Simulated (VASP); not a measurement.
ZnS: single point with r2SCAN

ZnS:

```
CELL_PARAMETERS angstrom
0.00000 2.69451 2.69451
2.69451 0.00000 2.69451
2.69451 2.69451 0.00000
ATOMIC_POSITIONS crystal
Zn 0.00000 0.00000 0.00000
S 0.69433 0.69433 0.64821
```

This cell differs from its parent crystal: atom 2 (S) moved by (-0.600, -0.300) A along [1 1 0] and z.

```yaml
Program: VASP 6.6.1
Task: single point
Functional: r2SCAN
Potentials_or_basis: VASP PAW PBE potentials, release 64 (Zn, S)
Cutoff: 520 eV
k_mesh: 8 × 8 × 8
Occupations: gaussian, width 0.05 eV
Spin: no spin polarisation
```

The pressure is 5.8 GPa. The largest force is 1.621 eV/Å and the band gap on the k mesh is 2.83 eV, direct.

Forces in eV/Å, atoms in the order of the input:
```
Zn  -0.945 -0.945  0.916
S    0.945  0.945 -0.916
```

Stress tensor (GPa, compression positive):
```
 4.05  1.63 -4.51
 1.63  4.05 -4.51
-4.51 -4.51  9.18
```

Levels at points of the mesh, in eV from the valence-band top:
```csv
k point,band 7,band 8,band 9,band 10,band 11,band 12
"(0.00, 0.00, 0.00)",-0.44,-0.06,0.00,2.83,6.98,7.52
"(0.50, 0.00, 0.00)",-5.19,-1.69,-0.17,4.30,6.62,9.24
"(0.00, 0.00, 0.50)",-5.39,-1.69,-0.15,4.48,6.66,9.26
"(0.50, 0.50, 0.50)",-4.17,-0.82,-0.37,3.35,6.40,7.02
"(0.50, 0.50, 0.00)",-4.71,-2.49,-1.27,3.21,4.37,11.71
"(0.00, 0.50, 0.50)",-4.57,-2.46,-1.45,3.15,4.51,11.61
```

Wall time 2.5 min on 1 thread of Intel(R) Xeon(R) 6975P-C (Granite Rapids) (shared host), peak memory 0.23 GiB.

Caveat: the cell differs from its parent crystal (atom 2 (S) moved by (-0.600, -0.300) A along [1 1 0] and z); the PAW data sets were made with another functional, which shifts forces and pressure a little. A k mesh can miss the band edges.
